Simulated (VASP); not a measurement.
A run of VASP 6.6.1 is set up as follows.

Contents of INCAR:

```
PREC     = Accurate       # precision mode
ENCUT    = 520            # plane-wave cutoff, eV
EDIFF    = 1E-6           # SCF threshold, eV
ISMEAR   = 0              # smearing method
SIGMA    = 0.05           # smearing width, eV
LREAL    = False          # projectors in reciprocal space
LASPH    = True           # aspherical terms in the spheres
NELM     = 80             # most SCF steps
ALGO     = Normal         # electronic algorithm
ISIF     = 2              # what is computed and relaxed
LWAVE    = False          # write WAVECAR
LCHARG   = False          # write CHGCAR
GGA      = PE             # functional
NBANDS   = 16             # bands
```

The input KPOINTS:

```
regular mesh
0
Gamma
  12 12 6
```

POSCAR

```
AlN
1.0
    3.2043322161      0.0000000000      0.0000000000
   -1.6021661081      2.7750331013      0.0000000000
    0.0000000000      0.0000000000      5.1273400000
Al N
2 2
Direct
    0.3333333333      0.6666666667      0.0000000000
    0.6666666667      0.3333333333      0.5000000000
    0.3333333333      0.6666666667      0.3850000000
    0.6666666667      0.3333333333      0.8850000000
```

Potentials or basis: VASP PAW PBE potentials, release 64 (Al, N).

Command:

```bash
$ cat potpaw_PBE.64/Al/POTCAR potpaw_PBE.64/N/POTCAR > POTCAR
$ mpirun -np 1 vasp_std > vasp.out
```

Problem. What does it give for the largest force?

Solution. 0.175 eV/Å.

Problem. What does it give for the pressure?

Solution. -11.8 GPa.

Problem. Predict the band gap on the k mesh.

Solution. 3.40 eV, direct.

Stress tensor (GPa, compression positive):
```
-11.89   0.00   0.00
  0.00 -11.89   0.00
  0.00   0.00 -11.75
```

Caveat: the cell differs from its parent crystal (strain +0.030 along x and y, +0.030 along z). A k mesh can miss the band edges.
